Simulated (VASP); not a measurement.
# Si3C2 (R-3m) in VASP: a series of runs

Si3C2 is run at these levels: PBE; tasks: single point.

Everything below comes from runs of VASP 6.6.1. Logs are shortened: lines on timing, memory, paths and dates and some standing lists are left out, and cuts for length are marked.

**1. The cell of the first run**

Symmetry: R-3m, No. 166, trigonal system. The conventional cell has a = 2.965 Å, b = 2.965 Å, c = 19.712 Å, α = 90.00°, β = 90.00°, γ = 120.00°. Si (site symmetry 3m) has 3 C at 2.01 Å and 3 Si at 2.60 Å within 2.7 Å. Within 3.0 Å of Si (site symmetry -3m) lie 6 C at 2.12 Å and 12 Si at 2.87 to 2.96 Å. Within 2.7 Å of C (site symmetry 3m) lie 6 Si at 2.01 to 2.12 Å.

**2. Single point, PBE**

Input file INCAR:

```
PREC     = Accurate       # precision mode
ENCUT    = 520            # plane-wave cutoff, eV
EDIFF    = 1E-7           # SCF threshold, eV
ISMEAR   = 0              # smearing method
SIGMA    = 0.1            # smearing width, eV
LREAL    = F              # projectors in reciprocal space
LASPH    = T              # aspherical terms in the spheres
NELM     = 60             # most SCF steps
ALGO     = Normal         # electronic algorithm
ISIF     = 2              # what is computed and relaxed
LWAVE    = F              # write WAVECAR
LCHARG   = F              # write CHGCAR
GGA      = PE             # functional
NBANDS   = 18             # bands
```

Input file KPOINTS:

```
regular mesh
0
Gamma
  6 6 6
```

Input file POSCAR:

```
Si3C2
1.0
    1.4824300481      0.8558813873      6.5705842004
   -1.4824300481      0.8558813873      6.5705842004
    0.0000000000     -1.7117627747      6.5705842004
Si C
3 2
Direct
    0.2837873339      0.2837873339      0.2837873339
    0.5000000000      0.5000000000      0.5000000000
    0.7162126661      0.7162126661      0.7162126661
    0.8969883632      0.8969883632      0.8969883632
    0.1030116368      0.1030116368      0.1030116368
```

Potentials or basis: VASP PAW PBE potentials, release 64 (Si, C).

The run is started by

```sh
$ cat potpaw_PBE.64/Si/POTCAR potpaw_PBE.64/C/POTCAR > POTCAR
$ mpirun -np 1 vasp_std > vasp.out
```

OUTCAR:

```text
PREC = Accurate
   ENCUT = 520
   EDIFF = 1E-7
   ISMEAR = 0
   LREAL = F
   LASPH = T
   NELM = 60
   ISIF = 2
   GGA = PE

 ion  position               nearest neighbor table
   1  0.284  0.284  0.284-   4 2.01   4 2.01   4 2.01   3 2.60   3 2.60   3 2.60   2 2.87   2 2.87
                             2 2.87
   2  0.500  0.500  0.500-   5 2.12   5 2.12   4 2.12   4 2.12   5 2.12   4 2.12   3 2.87   1 2.87
                             3 2.87   1 2.87   3 2.87   1 2.87
   3  0.716  0.716  0.716-   5 2.01   5 2.01   5 2.01   1 2.60   1 2.60   1 2.60   2 2.87   2 2.87
                             2 2.87
   4  0.897  0.897  0.897-   1 2.01   1 2.01   1 2.01   2 2.12   2 2.12   2 2.12
   5  0.103  0.103  0.103-   3 2.01   3 2.01   3 2.01   2 2.12   2 2.12   2 2.12

  LATTYP: Found a trigonal (rhomboedric) cell.
 ALAT       =     6.7898975347
 COS(alpha) =     0.9046650873

  Lattice vectors:

 A1 = (   1.4824300481,   0.8558813873,   6.5705842004)
 A2 = (  -1.4824300481,   0.8558813873,   6.5705842004)
 A3 = (   0.0000000000,  -1.7117627747,   6.5705842004)

Analysis of symmetry for initial positions (statically):
=====================================================================
 Subroutine PRICEL returns:
 Original cell was already a primitive cell.

 Routine SETGRP: Setting up the symmetry group for a
 trigonal (rhombohedral) supercell.

 Subroutine GETGRP returns: Found 12 space group operations
 (whereof 12 operations were pure point group operations)
 out of a pool of 12 trial point group operations.

The static configuration has the point symmetry D_3d.

Analysis of symmetry for dynamics (positions and initial velocities):
=====================================================================
 Subroutine PRICEL returns:
 Original cell was already a primitive cell.

 Routine SETGRP: Setting up the symmetry group for a
 trigonal (rhombohedral) supercell.

 Subroutine GETGRP returns: Found 12 space group operations
 (whereof 12 operations were pure point group operations)
 out of a pool of 12 trial point group operations.

The dynamic configuration has the point symmetry D_3d.

 Subroutine INISYM returns: Found 12 space group operations
 (whereof 12 operations are pure point group operations),
 and found     1 'primitive' translations

----------------------------------------------------------------------------------------

                                     Primitive cell
[... 99 lines left out ...]
   EDIFFG = 0.1E-05   stopping-criterion for IOM
   NSW    =      0    number of steps for IOM
   IBRION =     -1    ionic relax: 0-MD 1-quasi-New 2-CG
   NFREE  =      0    steps in history (QN), initial steepest desc. (CG)
   ISIF   =      2    stress and relaxation
   ISYM   =      2    0-nonsym 1-usesym 2-fastsym
   POTIM  = 0.5000    time-step for ionic-motion
   TEBEG  =    0.0;   TEEND  =   0.0 temperature during run
   PSTRESS=    0.0 pullay stress
   NELECT =      20.0000    total number of electrons
   NUPDOWN=      -1.0000    fix difference up-down
   EMIN   =  10.00;   EMAX   =-10.00  energy-range for DOS
   EFERMI =   0.00;   METHOD = LEGACY
   ISMEAR =     0;   SIGMA  =   0.10  broadening in eV -4-tet -1-fermi 0-gaus
   EFERMI_NEDOS =   21; number of points for ismear=-14 and -15
   IALGO  =     38    algorithm
   IMIX   =      4    mixing-type and parameters
     AMIX     =   0.40;   BMIX     =  1.00
     AMIX_MAG =   1.60;   BMIX_MAG =  1.00
  volume/ion in A,a.u.               =      10.00        67.51
  Fermi-wavevector in a.u.,A,eV,Ry     =   1.206064  2.279131 19.790916  1.454591
  Thomas-Fermi vector in A             =   2.341743
   LORBIT       =      0    0 simple, 1 ext, 2 COOP (PROOUT), +10 PAW based schemes
   GGA     = PE    functional components
   LHFCALC =     F    Hartree Fock is set to
   AEXX    =    0.0000 exact exchange contribution
   IVDW    =     0    specifies the selected vdW correction
   LEPSILON=     F    determine dielectric tensor
   LRPA    =     F    only Hartree local field effects (RPA)
 non-spin polarized calculation
 Gauss-broadening in eV      SIGMA  =   0.10
  energy-cutoff  :      520.00
  volume of cell :       50.02
 maximum number of plane-waves:      1378
   NGX = 25   NGY = 25   NGZ = 25

 number of electron      19.9999999 magnetization

 Free energy of the ion-electron system (eV)
  ---------------------------------------------------
  ext. energy  EPLUGINS =         0.00000000
  ---------------------------------------------------
  free energy    TOTEN  =       -31.86926714 eV

  energy without entropy =      -31.86250338  energy(sigma->0) =      -31.86588526

 E-fermi :  11.8292     XC(G=0): -12.0190

 val. band max:       11.8290424900   @ k =  -0.3333   0.3333   0.3333
 cond. band min:      11.9048771695   @ k =   0.3333   0.1667   0.0000
 fundamental gap:      0.0758346795
 Fermi energy:        11.8291884864

 k-point     1 :       0.0000    0.0000    0.0000
  band No.  band energies     occupation
      1      -6.2592      2.00000
      2      -4.0202      2.00000
      3      -1.2033      2.00000
      4       6.2224      2.00000
      5       6.2825      2.00000
      6       9.7867      2.00000
[... 481 lines left out ...]
      5       4.4116      2.00000
      6       4.9067      2.00000
[... 10 lines left out ...]
     17      18.9060      0.00000
     18      19.1962      0.00000

 [... further k-points ...]

------------------------ aborting loop because EDIFF is reached ----------------------------------------

  FORCE on cell =-STRESS in cart. coord.  units (eV):
  Direction    XX          YY          ZZ          XY          YZ          ZX
  --------------------------------------------------------------------------------------
  -------------------------------------------------------------------------------------
  Total        0.0602166      0.0602166      0.1142735      0.0000000     -0.0000000      0.0000000
  in kB        1.9287856      1.9287856      3.6602707      0.0000000     -0.0000000      0.0000000
  external PRESSURE =       2.5059473 kB  Pullay stress =       0.0000000 kB

 VOLUME and BASIS-vectors are now :
 -----------------------------------------------------------------------------
  energy-cutoff  :      520.00
  volume of cell :       50.02
      direct lattice vectors                 reciprocal lattice vectors
     1.482430048  0.855881387  6.570584200     0.337284043  0.194731033  0.050731156
    -1.482430048  0.855881387  6.570584200    -0.337284043  0.194731033  0.050731156
     0.000000000 -1.711762775  6.570584200     0.000000000 -0.389462066  0.050731156

 POSITION                                       TOTAL-FORCE (eV/Angst)
 -----------------------------------------------------------------------------------
      0.00000     -0.00000      5.59395         0.000000     -0.000000      0.006484
      0.00000     -0.00000      9.85588        -0.000000     -0.000000      0.000000
      0.00000     -0.00000     14.11781         0.000000      0.000000     -0.006484
      0.00000     -0.00000     17.68121         0.000000      0.000000     -0.002898
      0.00000     -0.00000      2.03054         0.000000     -0.000000      0.002898
 -----------------------------------------------------------------------------------
    total drift:                               -0.000000      0.000000     -0.000000

  FREE ENERGIE OF THE ION-ELECTRON SYSTEM (eV)
  ---------------------------------------------------
  free  energy   TOTEN  =       -31.8692671445 eV

  energy  without entropy=      -31.8625033754  energy(sigma->0) =      -31.86588526
```

OSZICAR:

```text
N       E                     dE             d eps       ncg     rms          rms(c)
DAV:   1     0.376799338004E+02    0.37680E+02   -0.92612E+03  1152   0.100E+03
DAV:   2    -0.313286364564E+02   -0.69009E+02   -0.66310E+02  1516   0.169E+02
DAV:   3    -0.343575128253E+02   -0.30289E+01   -0.30070E+01  1586   0.323E+01
DAV:   4    -0.343783379942E+02   -0.20825E-01   -0.20801E-01  1504   0.308E+00
DAV:   5    -0.343785001459E+02   -0.16215E-03   -0.16211E-03  1538   0.261E-01    0.109E+01
DAV:   6    -0.318639445429E+02    0.25146E+01   -0.72405E+00  1456   0.150E+01    0.501E+00
DAV:   7    -0.318730890893E+02   -0.91445E-02   -0.11445E+00  1362   0.601E+00    0.237E+00
DAV:   8    -0.318694368964E+02    0.36522E-02   -0.52383E-02  1438   0.143E+00    0.112E+00
DAV:   9    -0.318692462486E+02    0.19065E-03   -0.67539E-03  1408   0.602E-01    0.196E-01
DAV:  10    -0.318692219150E+02    0.24334E-04   -0.10280E-03  1498   0.194E-01    0.103E-01
DAV:  11    -0.318692698916E+02   -0.47977E-04   -0.10828E-04  1404   0.701E-02    0.202E-02
DAV:  12    -0.318692675189E+02    0.23727E-05   -0.22065E-05  1468   0.269E-02    0.600E-03
DAV:  13    -0.318692671752E+02    0.34377E-06   -0.16273E-06  1444   0.809E-03    0.193E-03
DAV:  14    -0.318692671445E+02    0.30700E-07   -0.37871E-08   768   0.132E-03
   1 F= -.31869267E+02 E0= -.31865885E+02  d E =-.676377E-02
```

stdout:

```text
POSCAR found type information on POSCAR SiC
 POSCAR found :  2 types and       5 ions
 scaLAPACK will be used
 LDA part: xc-table for (Slater+PW92), standard interpolation
 POSCAR, INCAR and KPOINTS ok, starting setup
 FFT: planning ... GRIDC
 FFT: planning ... GRID_SOFT
 FFT: planning ... GRID
 WAVECAR not read
 entering main loop
```

Wall time 75 s (1 thread of Intel Xeon Platinum 8559C (Emerald Rapids), shared host); peak memory 0.31 GiB.

What came out:

```yaml
Free_energy: -31.8693 eV
Pressure: 0.3 GPa
Largest_force: 0.006 eV/Å
Band_gap_on_the_k_mesh: zero (bands 10 and 11 overlap by 5.26 eV)
```

Forces on the atoms (eV/Å):
```
Si   0.000  0.000  0.006
Si   0.000  0.000  0.000
Si   0.000  0.000 -0.006
C    0.000  0.000 -0.003
C    0.000  0.000  0.003
```

Stress tensor (GPa, compression positive):
```
0.19 0.00 0.00
0.00 0.19 0.00
0.00 0.00 0.37
```

Caveat: the k points lie up to 0.41 Å⁻¹ apart, too coarse for converged energies and pressures of a metal.

**3. Single point, PBE**

This run uses another cell than the first one, of 14.24 Å³/atom.

Input file INCAR:

```
PREC = Accurate ; ENCUT = 520
EDIFF = 1E-6 ; ISMEAR = 0
SIGMA = 0.1 ; LREAL = F
LASPH = T ; NELM = 60
ALGO = Normal ; ISIF = 2
LWAVE = F ; LCHARG = F
GGA = PE ; NBANDS = 18
```

Input file KPOINTS:

```
Automatic mesh
0
Gamma
  6 6 6
```

Input file POSCAR:

```
Si3C2
1.0
    1.3604362900      0.7854482600     11.1079158000
   -1.3604362900      0.7854482600     11.1079158000
    0.0000000000     -1.5708965200     11.1079158000
Si C
3 2
Direct
    0.3000000000      0.3000000000      0.3000000000
    0.5000000000      0.5000000000      0.5000000000
    0.7000000000      0.7000000000      0.7000000000
    0.9000000000      0.9000000000      0.9000000000
    0.1000000000      0.1000000000      0.1000000000
```

Potentials or basis: VASP PAW PBE potentials, release 64 (Si, C).

The run is started by

```sh
$ cat potpaw_PBE.64/Si/POTCAR potpaw_PBE.64/C/POTCAR > POTCAR
$ mpirun -np 1 vasp_std > vasp.out
```

Wall time 9 min (1 thread of Intel Xeon Platinum 8559C (Emerald Rapids), shared host); peak memory 1 GiB.

The run converged. Its results:

```yaml
Free_energy: -23.1399 eV
Pressure: -15.3 GPa
Largest_force: 1.677 eV/Å
Band_gap_on_the_k_mesh: zero (bands 10 and 11 overlap by 5.60 eV)
```

Forces in eV/Å, atoms in the order of the input:
```
Si   0.000  0.000 -1.677
Si   0.000  0.000  0.000
Si   0.000  0.000  1.677
C    0.000  0.000  0.253
C    0.000  0.000 -0.253
```

Stress tensor (GPa, compression positive):
```
-10.22   0.00   0.00
  0.00 -10.22   0.00
  0.00   0.00 -25.54
```

Levels at points of the mesh, in eV from the Fermi level:
```tsv
k point	band 7	band 8	band 9	band 10	band 11	band 12	band 13	band 14
(0.00, 0.00, 0.00)	-3.48	2.01	3.43	3.43	3.44	3.44	3.46	7.35
(0.50, 0.00, 0.00)	-4.28	-3.56	-2.53	-2.12	0.37	0.76	1.78	1.89
(0.50, 0.50, 0.00)	-4.13	-4.00	-2.48	-1.56	-0.28	1.00	1.76	1.92
(0.50, 0.50, 0.50)	-0.71	-0.51	3.43	3.43	3.44	3.44	5.20	6.54
```

Caveat: the k points lie up to 0.45 Å⁻¹ apart, too coarse for converged energies and pressures of a metal; forces of over 1 eV/Å act on the atoms, so gaps and moduli don't describe the material at rest.

**4. Single point, PBE, collinear spin**

Input file INCAR:

```
PREC = Accurate
ENCUT = 520
EDIFF = 1E-6
ISMEAR = 0
SIGMA = 0.1
LREAL = F
LASPH = T
NELM = 150
ALGO = Normal
ISIF = 2
LWAVE = F
LCHARG = F
ISPIN = 2
MAGMOM = 0 0 0 1 1
LORBIT = 11
GGA = PE
NBANDS = 22
```

Input file KPOINTS:

```
regular mesh
0
Gamma
  6 6 6
```

Input file POSCAR:

```
Si3C2
1.0
    1.4824300481      0.8558813873      6.5705842004
   -1.4824300481      0.8558813873      6.5705842004
    0.0000000000     -1.7117627747      6.5705842004
Si C
3 2
Direct
    0.2837873339      0.2837873339      0.2837873339
    0.5000000000      0.5000000000      0.5000000000
    0.7162126661      0.7162126661      0.7162126661
    0.8969883632      0.8969883632      0.8969883632
    0.1030116368      0.1030116368      0.1030116368
```

The run is started by

```sh
$ cat potpaw_PBE.64/Si/POTCAR potpaw_PBE.64/C/POTCAR > POTCAR
$ mpirun -np 1 vasp_std > vasp.out
```

Wall time 3.2 min (1 thread of Intel Xeon Platinum 8559C (Emerald Rapids), shared host); peak memory 0.42 GiB.

Results (log left out):

```yaml
Free_energy: -31.8693 eV
Pressure: 0.3 GPa
Largest_force: 0.006 eV/Å
Band_gap_on_the_k_mesh: zero (filled and empty bands overlap)
Net_moment: 0.00 μB per cell
Valence_electrons_inside_the_program's_atomic_spheres: Si 1.57, 1.49 (each value once); C 2.45
```

Forces on the atoms (eV/Å):
```
Si   0.000  0.000  0.006
Si   0.000  0.000  0.000
Si   0.000  0.000 -0.006
C    0.000  0.000 -0.003
C    0.000  0.000  0.003
```

Stress tensor (GPa, compression positive):
```
0.20 0.00 0.00
0.00 0.20 0.00
0.00 0.00 0.37
```

Levels at points of the mesh, in eV from the Fermi level:
Spin up:
```csv
k point,band 7,band 8,band 9,band 10,band 11,band 12,band 13,band 14
"(0.00, 0.00, 0.00)",-2.04,-1.78,-1.78,4.26,4.26,4.29,4.53,4.53
"(0.50, 0.00, 0.00)",-4.67,-3.84,-3.73,-1.97,-0.38,0.83,3.20,3.45
"(0.50, 0.50, 0.00)",-4.90,-4.83,-3.43,-2.81,0.11,1.23,2.00,2.15
"(0.50, 0.50, 0.50)",-1.69,-1.68,-1.68,3.00,3.66,3.66,4.17,5.67
```
Spin down:
```
           k point  band 7  band 8  band 9  band 10  band 11  band 12  band 13  band 14
(0.00, 0.00, 0.00)   -2.04   -1.78   -1.78     4.26     4.26     4.29     4.53     4.53
(0.50, 0.00, 0.00)   -4.67   -3.84   -3.73    -1.97    -0.38     0.83     3.20     3.45
(0.50, 0.50, 0.00)   -4.90   -4.83   -3.43    -2.81     0.11     1.23     2.00     2.15
(0.50, 0.50, 0.50)   -1.69   -1.68   -1.68     3.00     3.66     3.66     4.17     5.67
```

Caveat: the k points lie up to 0.41 Å⁻¹ apart, too coarse for converged energies and pressures of a metal.

**5. Single point, PBE**

This run uses another cell than the first one, of 9.95 Å³/atom.

Input file INCAR:

```
PREC     = Accurate       # precision mode
ENCUT    = 520            # plane-wave cutoff, eV
EDIFF    = 1E-6           # SCF threshold, eV
ISMEAR   = 0              # smearing method
SIGMA    = 0.1            # smearing width, eV
LREAL    = False          # projectors in reciprocal space
LASPH    = True           # aspherical terms in the spheres
NELM     = 80             # most SCF steps
ALGO     = Normal         # electronic algorithm
ISIF     = 2              # what is computed and relaxed
LWAVE    = False          # write WAVECAR
LCHARG   = False          # write CHGCAR
GGA      = PE             # functional
NBANDS   = 18             # bands
```

Input file KPOINTS:

```
Automatic mesh
0
Gamma
  12 12 12
```

Input file POSCAR:

```
Si3C2
1.0
    1.4764893641      0.8524515318      6.5873819614
   -1.4764893641      0.8524515318      6.5873819614
    0.0000000000     -1.7049030637      6.5873819613
Si C
3 2
Direct
    0.2842709190      0.2842709190      0.2842709190
    0.5000000000      0.5000000000      0.5000000000
    0.7157290810      0.7157290810      0.7157290810
    0.8965370564      0.8965370564      0.8965370564
    0.1034629436      0.1034629436      0.1034629436
```

The run is started by

```sh
$ cat potpaw_PBE.64/Si/POTCAR potpaw_PBE.64/C/POTCAR > POTCAR
$ mpirun -np 1 vasp_std > vasp.out
```

Wall time 9.7 min (1 thread of Intel Xeon Platinum 8559C (Emerald Rapids), shared host); peak memory 0.46 GiB.

Results (log left out):

```yaml
Free_energy: -31.9043 eV
Pressure: 0.1 GPa
Largest_force: 0.011 eV/Å
Band_gap_on_the_k_mesh: zero (bands 10 and 11 overlap by 5.81 eV)
```

Forces on the atoms (eV/Å):
```
Si   0.000  0.000 -0.005
Si   0.000  0.000  0.000
Si   0.000  0.000  0.005
C    0.000  0.000  0.011
C    0.000  0.000 -0.011
```

Levels at points of the mesh, in eV from the Fermi level:
| k point | band 8 | band 9 | band 10 | band 11 | band 12 | band 13 |
| --- | --- | --- | --- | --- | --- | --- |
| (0.00, 0.00, 0.00) | -1.61 | -1.61 | 4.48 | 4.48 | 4.53 | 4.70 |
| (0.50, 0.00, 0.00) | -3.80 | -3.57 | -1.97 | -0.23 | 0.90 | 3.27 |
| (0.50, 0.50, 0.00) | -4.69 | -3.27 | -2.72 | 0.13 | 1.34 | 2.17 |
| (0.50, 0.50, 0.50) | -1.51 | -1.51 | 3.02 | 3.86 | 3.86 | 4.41 |

[end of part 1 of 2]

The gap in the log of VASP goes by the Fermi energy; the results here count the filled bands.